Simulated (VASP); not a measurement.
## CdC2: single point with LDA

The system is CdC2.

```
Cd C
1.0
    -2.04937    2.04937    2.69344
     2.04937   -2.04937    2.69344
     2.04937    2.04937   -2.69344
Cd C
1 2
Cartesian
  0.0000 0.0000 0.0000
  0.0000 0.0000 3.3122
  0.0000 0.0000 2.0746
```

| Quantity | Value |
| --- | --- |
| Program | VASP 6.6.1 |
| Task | single point |
| Functional | LDA |
| Potentials or basis | VASP PAW LDA potentials, release 64 (Cd_sv_GW, C) |
| Cutoff | 600 eV |
| k mesh | 8 × 8 × 8 |
| Occupations | gaussian, width 0.01 eV |
| Spin | no spin polarisation |
| Dipole correction | no |
| Second run | valence_matched |
| Further INCAR settings | ALGO = Normal; EDIFF = 1e-06; NBANDS = 21 |

The pressure is -0.1 GPa. The largest force is 0.054 eV/Å and the band gap on the k mesh is 3.25 eV, indirect (least direct gap 3.83 eV).

Forces on the atoms (eV/Å):
```
Cd   0.000  0.000  0.000
C    0.000  0.000  0.054
C    0.000  0.000 -0.054
```

Stress tensor (GPa, compression positive):
```
-0.40  0.00  0.00
 0.00 -0.40  0.00
 0.00  0.00  0.46
```

Levels at points of the mesh, in eV from the valence-band top:
```csv
k point,band 10,band 11,band 12,band 13,band 14,band 15,band 16,band 17,band 18,band 19
"(0.00, 0.00, 0.00)",-7.04,-4.04,-3.49,-1.20,-1.20,4.97,4.97,7.13,9.55,9.55
"(0.50, 0.00, 0.00)",-6.95,-4.80,-2.64,-1.12,-0.72,3.25,4.14,6.11,7.60,10.04
"(0.50, 0.50, 0.00)",-6.87,-4.59,-4.03,-2.60,-1.60,3.67,6.71,7.43,7.66,7.85
"(0.50, 0.50, 0.50)",-6.93,-5.95,-2.78,-2.78,-1.60,4.24,7.06,7.21,7.21,9.89
```

It took 25 s on 1 thread of Intel(R) Xeon(R) 6975P-C (Granite Rapids), with other jobs on the host, peak memory 0.21 GiB.

A k mesh can miss the band edges. A hybrid or GW would open this gap; LDA tends to underestimate it.
